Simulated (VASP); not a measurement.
# H2 in VASP: a series of runs

H2 is run at these levels: LDA; tasks: single point, relaxation of the atoms.

Everything below comes from runs of VASP 6.6.1. Logs are shortened: lines on timing, memory, paths and dates and some standing lists are left out, and cuts for length are marked.

## (1) The cell of the first run

The cell holds a molecule in a box, 2 atoms: a = 10.000 Å, b = 10.500 Å, c = 11.000 Å, α = 90.00°, β = 90.00°, γ = 90.00°.

## (2) Single point, LDA

INCAR reads:

```
SYSTEM = H
ALGO     = Normal         ! electronic algorithm
EDIFF    = 1E-6           ! SCF threshold, eV
ENCUT    = 400            ! plane-wave cutoff, eV
GGA_COMPAT= .False.      
ISIF     = 2              ! what is computed and relaxed
ISMEAR   = 0              ! smearing method
LASPH    = .True.         ! aspherical terms in the spheres
LCHARG   = .True.         ! write CHGCAR
LELF     = .True.         ! ELF
LREAL    = .False.        ! projectors in reciprocal space
LVHAR    = .True.       
LWAVE    = .False.        ! write WAVECAR
NBANDS   = 8              ! bands
NELM     = 120            ! most SCF steps
NELMDL   = -8           
PREC     = Accurate       ! precision mode
SIGMA    = 0.01           ! smearing width, eV
```

KPOINTS reads:

```
k-points
0
Gamma
  1 1 1
  0 0 0
```

POSCAR reads:

```
H
1.0
   10.0000000000      0.0000000000      0.0000000000
    0.0000000000     10.5000000000      0.0000000000
    0.0000000000      0.0000000000     11.0000000000
H
2
Direct
    0.5000000000      0.5000000000      0.4652160604
    0.5000000000      0.5000000000      0.5347839396
```

Potentials or basis: VASP PAW LDA potentials, release 64 (H).

On the command line:

```sh
$ cat potpaw_LDA.64/H/POTCAR > POTCAR
$ mpirun -np 1 vasp_gam > vasp.out
```

OUTCAR:

```text
SYSTEM = H
   EDIFF = 1E-6
   ENCUT = 400
   ISIF = 2
   ISMEAR = 0
   LASPH = .True.
   LREAL = .False.
   NELM = 120
   NELMDL = -8
   PREC = Accurate

 ion  position               nearest neighbor table
   1  0.500  0.500  0.465-   2 0.77
   2  0.500  0.500  0.535-   1 0.77

  LATTYP: Found a simple orthorhombic cell.
 ALAT       =    10.0000000000
 B/A-ratio  =     1.0500000000
 C/A-ratio  =     1.1000000000

  Lattice vectors:

 A1 = (  10.0000000000,   0.0000000000,   0.0000000000)
 A2 = (   0.0000000000,  10.5000000000,   0.0000000000)
 A3 = (   0.0000000000,   0.0000000000,  11.0000000000)

Analysis of symmetry for initial positions (statically):
=====================================================================
 Subroutine PRICEL returns:
 Original cell was already a primitive cell.

 Routine SETGRP: Setting up the symmetry group for a
 simple orthorhombic supercell.

 Subroutine GETGRP returns: Found  8 space group operations
 (whereof  8 operations were pure point group operations)
 out of a pool of  8 trial point group operations.

The static configuration has the point symmetry D_2h.

Analysis of symmetry for dynamics (positions and initial velocities):
=====================================================================
 Subroutine PRICEL returns:
 Original cell was already a primitive cell.

 Routine SETGRP: Setting up the symmetry group for a
 simple orthorhombic supercell.

 Subroutine GETGRP returns: Found  8 space group operations
 (whereof  8 operations were pure point group operations)
 out of a pool of  8 trial point group operations.

The dynamic configuration has the point symmetry D_2h.

 Subroutine INISYM returns: Found  8 space group operations
 (whereof  8 operations are pure point group operations),
 and found     1 'primitive' translations

----------------------------------------------------------------------------------------

                                     Primitive cell

  volume of cell :    1155.0000

  direct lattice vectors                    reciprocal lattice vectors
    10.000000000  0.000000000  0.000000000     0.100000000  0.000000000  0.000000000
     0.000000000 10.500000000  0.000000000     0.000000000  0.095238095  0.000000000
     0.000000000  0.000000000 11.000000000     0.000000000  0.000000000  0.090909091

  length of vectors
    10.000000000 10.500000000 11.000000000     0.100000000  0.095238095  0.090909091

  position of ions in fractional coordinates (direct lattice)
     0.500000000  0.500000000  0.465216060
     0.500000000  0.500000000  0.534783940

  ion indices of the primitive-cell ions
   primitive index   ion index
                 1           1
                 2           2

----------------------------------------------------------------------------------------

 KPOINTS: k-points

Automatic generation of k-mesh.
 Grid dimensions read from file:
 generate k-points for:    1    1    1

 Generating k-lattice:

  Cartesian coordinates                     Fractional coordinates (reciprocal lattice)
     0.100000000  0.000000000  0.000000000     1.000000000  0.000000000  0.000000000
     0.000000000  0.095238095  0.000000000     0.000000000  1.000000000  0.000000000
     0.000000000  0.000000000  0.090909091     0.000000000  0.000000000  1.000000000

  Length of vectors
     0.100000000  0.095238095  0.090909091

  Shift w.r.t. Gamma in fractional coordinates (k-lattice)
     0.000000000  0.000000000  0.000000000

 Subroutine IBZKPT returns following result:
 ===========================================

 Found      1 irreducible k-points:

 Following reciprocal coordinates:
            Coordinates               Weight
  0.000000  0.000000  0.000000      1.000000
   k-points           NKPTS =      1   k-points in BZ     NKDIM =      1   number of bands    NBANDS=      8
   number of dos      NEDOS =    301   number of ions     NIONS =      2
   total plane-waves  NPLWV = 352800
   dimension x,y,z NGX =    70 NGY =   70 NGZ =   72
   dimension x,y,z NGXF=   140 NGYF=  140 NGZF=  144
   ions per type =               2
   NGX,Y,Z   is equivalent  to a cutoff of  11.64, 11.08, 10.88 a.u.
   NGXF,Y,Z  is equivalent  to a cutoff of  23.27, 22.17, 21.76 a.u.
 SYSTEM =  H
   PREC   = accura    normal or accurate (medium, high low for compatibility)
   ISTART =      0    job   : 0-new  1-cont  2-samecut
   ICHARG =      2    charge: 1-file 2-atom 10-const
   ISPIN  =      1    spin polarized calculation?
   LNONCOLLINEAR =      F non collinear calculations
   LSORBIT =      F    spin-orbit coupling
   LASPH  =      T    aspherical Exc in radial PAW
   ENCUT  =  400.0 eV  29.40 Ry    5.42 a.u.  16.31 17.12 17.94*2*pi/ulx,y,z
   NELM   =    120;   NELMIN=  2; NELMDL= -8     # of ELM steps
   EDIFF  = 0.1E-05   stopping-criterion for ELM
   LREAL  =      F    real-space projection
[... 7 lines left out ...]
   TEBEG  =    0.0;   TEEND  =   0.0 temperature during run
   PSTRESS=    0.0 pullay stress
   NELECT =       2.0000    total number of electrons
   NUPDOWN=      -1.0000    fix difference up-down
   EMIN   =  10.00;   EMAX   =-10.00  energy-range for DOS
   EFERMI =   0.00;   METHOD = LEGACY
   ISMEAR =     0;   SIGMA  =   0.01  broadening in eV -4-tet -1-fermi 0-gaus
   EFERMI_NEDOS =   21; number of points for ismear=-14 and -15
   IALGO  =     38    algorithm
   IMIX   =      4    mixing-type and parameters
     AMIX     =   0.40;   BMIX     =  1.00
     AMIX_MAG =   1.60;   BMIX_MAG =  1.00
  volume/ion in A,a.u.               =     577.50      3897.16
  Fermi-wavevector in a.u.,A,eV,Ry     =   0.196588  0.371498  0.525823  0.038647
  Thomas-Fermi vector in A             =   0.945437
   LORBIT       =      0    0 simple, 1 ext, 2 COOP (PROOUT), +10 PAW based schemes
   GGA     = CA    functional components
   LHFCALC =     F    Hartree Fock is set to
   AEXX    =    0.0000 exact exchange contribution
   IVDW    =     0    specifies the selected vdW correction
   LEPSILON=     F    determine dielectric tensor
   LRPA    =     F    only Hartree local field effects (RPA)
 non-spin polarized calculation
 Gauss-broadening in eV      SIGMA  =   0.01
  energy-cutoff  :      400.00
  volume of cell :     1155.00
 maximum number of plane-waves:     10477
 NGX is ok and might be reduce to    70
   NGX = 33   NGY = 35   NGZ = 35

 number of electron       1.9999999 magnetization

 Free energy of the ion-electron system (eV)
  ---------------------------------------------------
  ext. energy  EPLUGINS =         0.00000000
  ---------------------------------------------------
  free energy    TOTEN  =        -6.68630361 eV

  energy without entropy =       -6.68630361  energy(sigma->0) =       -6.68630361

 E-fermi : -10.0524     XC(G=0):  -0.3192

 val. band max:      -10.1205896588   @ k =   0.0000   0.0000   0.0000
 cond. band min:      -0.1225911179   @ k =   0.0000   0.0000   0.0000
 fundamental gap:      9.9979985408
 Fermi energy:       -10.0524026886

 k-point     1 :       0.0000    0.0000    0.0000
  band No.  band energies     occupation
      1     -10.1206      2.00000
      2      -0.1226      0.00000
      3       0.2961      0.00000
      4       0.9122      0.00000
      5       1.0061      0.00000
      6       1.1444      0.00000
      7       1.2635      0.00000
      8       1.4040      0.00000

------------------------ aborting loop because EDIFF is reached ----------------------------------------

  FORCE on cell =-STRESS in cart. coord.  units (eV):
  Direction    XX          YY          ZZ          XY          YZ          ZX
  --------------------------------------------------------------------------------------
  -------------------------------------------------------------------------------------
  Total       -0.1137130     -0.1170116     -0.1109642     -0.0000000      0.0000000      0.0000000
  in kB       -0.1577389     -0.1623146     -0.1539258     -0.0000000      0.0000000      0.0000000
  external PRESSURE =      -0.1579931 kB  Pullay stress =       0.0000000 kB

 VOLUME and BASIS-vectors are now :
 -----------------------------------------------------------------------------
  energy-cutoff  :      400.00
  volume of cell :     1155.00
      direct lattice vectors                 reciprocal lattice vectors
    10.000000000  0.000000000  0.000000000     0.100000000  0.000000000  0.000000000
     0.000000000 10.500000000  0.000000000     0.000000000  0.095238095  0.000000000
     0.000000000  0.000000000 11.000000000     0.000000000  0.000000000  0.090909091

 POSITION                                       TOTAL-FORCE (eV/Angst)
 -----------------------------------------------------------------------------------
      5.00000      5.25000      5.11738         0.000000      0.000000     -0.043611
      5.00000      5.25000      5.88262         0.000000      0.000000      0.043611
 -----------------------------------------------------------------------------------
    total drift:                                0.000000      0.000000      0.000000

  FREE ENERGIE OF THE ION-ELECTRON SYSTEM (eV)
  ---------------------------------------------------
  free  energy   TOTEN  =        -6.6863036076 eV

  energy  without entropy=       -6.6863036076  energy(sigma->0) =       -6.68630361
```

Run time: 13 s. Hardware: 1 thread of AMD EPYC 9R45 (Zen 5), shared host; peak memory 0.43 GiB.

Results:

- Free energy: -6.6863 eV
- Largest force: 0.044 eV/Å
- Gap between the frontier levels: 10.00 eV

Forces in eV/Å, atoms in the order of the input:
```
H    0.000  0.000 -0.044
H    0.000  0.000  0.044
```

## (3) Relaxation of the atoms, LDA

INCAR reads:

```
SYSTEM = H
PREC = Accurate
ENCUT = 450
EDIFF = 1E-7
ISMEAR = 0
SIGMA = 0.01
LREAL = .False.
LASPH = .True.
NELM = 120
ALGO = Normal
ISIF = 2
LWAVE = .False.
LCHARG = .False.
IBRION = 2
NSW = 80
EDIFFG = -0.004
GGA_COMPAT = .False.
NELMIN = 4
NELMDL = -8
```

KPOINTS reads:

```
regular mesh
0
Gamma
  1 1 1
  0 0 0
```

POSCAR reads:

```
H
1.0
   10.0000000000      0.0000000000      0.0000000000
    0.0000000000     10.5000000000      0.0000000000
    0.0000000000      0.0000000000     11.0000000000
H
2
Direct
    0.5000000000      0.5000000000      0.4663636364
    0.5000000000      0.5000000000      0.5336363636
```

Potentials or basis: VASP PAW LDA potentials, release 64 (H).

On the command line:

```sh
$ cat potpaw_LDA.64/H/POTCAR > POTCAR
$ mpirun -np 1 vasp_gam > vasp.out
```

Wall time 44 s (1 thread of AMD EPYC 9R45 (Zen 5), shared host); peak memory 0.52 GiB.

The run converged. Its results:

- Free energy: -6.6937 eV
- Energy gained by relaxing: 5.8 meV/atom
- Ionic steps: 15
- Gap between the frontier levels: 10.00 eV

Forces on the atoms (eV/Å):
```
H    0.000  0.000 -0.003
H    0.000  0.000  0.003
```

Step by step:
```tsv
step	energy change (eV)	largest force (eV/Å)	pressure (GPa)
1	0.0000	0.9116	0.02
2	0.0423	1.6397	-0.07
3	-0.0116	0.0056	-0.01
4	-0.0116	0.0113	-0.01
5	-0.0116	0.0109	-0.01
6	-0.0116	0.0098	-0.01
7	-0.0116	0.0098	-0.01
8	-0.0116	0.0098	-0.01
9	-0.0116	0.0097	-0.01
10	-0.0116	0.0096	-0.01
11	-0.0116	0.0094	-0.01
12	-0.0116	0.0090	-0.01
13	-0.0116	0.0081	-0.01
14	-0.0116	0.0064	-0.01
15	-0.0116	0.0030	-0.01
```

Final structure:
```cif
data_structure
_symmetry_space_group_name_H-M 'P 1'
_symmetry_Int_Tables_number 1
_cell_length_a 10.0000
_cell_length_b 10.5000
_cell_length_c 11.0000
_cell_angle_alpha 90.000
_cell_angle_beta 90.000
_cell_angle_gamma 90.000
_cell_volume 1155.00
loop_
_atom_site_label
_atom_site_type_symbol
_atom_site_fract_x
_atom_site_fract_y
_atom_site_fract_z
_atom_site_occupancy
H1 H 0.50000 0.50000 0.46518 1
H2 H 0.50000 0.50000 0.53482 1
```

Levels at points of the mesh, in eV from the valence-band top:
| k point | band 1 | band 2 | band 3 | band 4 |
| --- | --- | --- | --- | --- |
| (0.00, 0.00, 0.00) | 0.00 | 10.00 | 10.41 | 11.03 |
